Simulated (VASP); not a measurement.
**Si5Se: single point with PBE**

Crystal: Si5Se.

```
CELL_PARAMETERS angstrom
4.84643 0.00000 0.00000
-2.42321 4.19713 0.00000
0.00000 0.00000 7.28484
ATOMIC_POSITIONS crystal
Si 0.00000 0.00000 0.18179
Si 0.00000 0.00000 0.81821
Si 0.50000 0.00000 0.00000
Si 0.00000 0.50000 0.00000
Si 0.50000 0.50000 0.00000
Se 0.00000 0.00000 0.50000
```

The cell was built from a structure type or drawn by symmetry, and may not be a known phase.

```
Program                : VASP 6.6.1
Task                   : single point
Functional             : PBE
Potentials or basis    : VASP PAW PBE potentials, release 64 (Si, Se)
Cutoff                 : 520 eV
k mesh                 : 12 × 12 × 6
Occupations            : gaussian, width 0.1 eV
Spin                   : no spin polarisation
Dipole correction      : no
Further INCAR settings : ALGO = Normal; EDIFF = 1e-07; NBANDS = 22
```

```json
{"Pressure": "0.0 GPa", "Largest force": "0.006 eV/Å", "Band gap on the k mesh": "zero (bands 13 and 14 overlap by 1.25 eV)"}
```

Forces on the atoms (eV/Å):
```
Si   0.000  0.000 -0.006
Si   0.000  0.000  0.006
Si   0.000  0.000  0.000
Si   0.000  0.000  0.000
Si   0.000  0.000  0.000
Se   0.000  0.000  0.000
```

Stress tensor (GPa, compression positive):
```
-0.02  0.00  0.00
 0.00 -0.02  0.00
 0.00  0.00  0.06
```

Levels at points of the mesh, in eV from the Fermi level:
```tsv
k point	band 9	band 10	band 11	band 12	band 13	band 14	band 15	band 16	band 17	band 18
(0.00, 0.00, 0.00)	-4.42	-3.56	-1.18	-1.18	-0.50	-0.09	-0.09	1.90	1.92	1.92
(0.50, 0.00, 0.00)	-2.26	-1.43	-1.16	-0.69	0.16	0.40	0.69	0.93	1.65	3.99
(0.00, 0.00, 0.50)	-4.41	-4.31	-1.78	-1.78	0.06	1.23	1.23	1.87	1.87	2.96
(0.50, 0.00, 0.50)	-2.22	-1.24	-0.38	0.02	0.25	0.40	0.67	1.46	2.71	3.66
```

It took 91 s on 1 thread of Intel(R) Xeon(R) 6975P-C (Granite Rapids) (shared host), peak memory 0.36 GiB.
